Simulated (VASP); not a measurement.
Write the native input for VASP 6.6.1 that does the following.

* Task: single point
* Functional: r2SCAN
* Potentials or basis: VASP PAW PBE potentials, release 64 (W_sv)
* Cutoff: 520 eV
* k mesh: 19 × 19 × 19
* Occupations: fermi-dirac, width 0.05 eV
* Spin: no spin polarisation
* Dipole correction: no
* Further INCAR settings: ALGO = Normal; EDIFF = 1e-06; NBANDS = 13

Crystal: W.

```
W
1.0
    -1.58433    1.58433    1.58433
     1.58433   -1.58433    1.58433
     1.58433    1.58433   -1.58433
W
1
Direct
  0.00000 0.00000 0.00000
```

The input as run:

POSCAR

```
W
1.0
   -1.5843276480      1.5843276480      1.5843276480
    1.5843276480     -1.5843276480      1.5843276480
    1.5843276480      1.5843276480     -1.5843276480
W
1
Direct
    0.0000000000      0.0000000000      0.0000000000
```

INCAR.step1

```
SYSTEM = W
PREC     = Accurate       ! precision mode
ENCUT    = 520            ! plane-wave cutoff, eV
ISMEAR   = -1             ! smearing method
SIGMA    = 0.05           ! smearing width, eV
LREAL    = .False.        ! projectors in reciprocal space
LASPH    = .True.         ! aspherical terms in the spheres
NELM     = 100            ! most SCF steps
NBANDS   = 13             ! bands
GGA      = PE             ! functional
ALGO     = Normal         ! electronic algorithm
EDIFF    = 1E-4           ! SCF threshold, eV
LWAVE    = .True.         ! write WAVECAR
LCHARG   = .False.        ! write CHGCAR
```

INCAR.step2

```
SYSTEM = W
PREC     = Accurate       ! precision mode
ENCUT    = 520            ! plane-wave cutoff, eV
EDIFF    = 1E-6           ! SCF threshold, eV
ISMEAR   = -1             ! smearing method
SIGMA    = 0.05           ! smearing width, eV
LREAL    = .False.        ! projectors in reciprocal space
LASPH    = .True.         ! aspherical terms in the spheres
NELM     = 100            ! most SCF steps
ALGO     = Normal         ! electronic algorithm
ISIF     = 2              ! what is computed and relaxed
LWAVE    = .False.        ! write WAVECAR
LCHARG   = .True.         ! write CHGCAR
METAGGA  = R2SCAN         ! meta-GGA
LMIXTAU  = .True.       
LELF     = .True.         ! ELF
LVHAR    = .True.       
NBANDS   = 13             ! bands
ISTART   = 1
```

KPOINTS

```
regular mesh
0
Gamma
  19 19 19
  0 0 0
```

Potentials or basis: VASP PAW PBE potentials, release 64 (W_sv).

Run with:

```bash
$ cat potpaw_PBE.64/W_sv/POTCAR > POTCAR
$ cp INCAR.step1 INCAR
$ mpirun -np 1 vasp_std > vasp.out
$ cp INCAR.step2 INCAR
$ mpirun -np 1 vasp_std > vasp.out
```

Results of the run:

The pressure is 1.3 GPa and the band gap on the k mesh is zero (band 7 reaches 16.20 eV, above the bottom of band 8 at 9.96 eV).

Caveat: the PAW data sets were made with another functional, which shifts forces and pressure a little; spin-orbit coupling is left out, which moves the levels of the heavy elements.

Wall time 72 s on 1 thread of Intel(R) Xeon(R) Platinum 8488C (Sapphire Rapids), with other jobs on the host, peak memory 0.16 GiB.
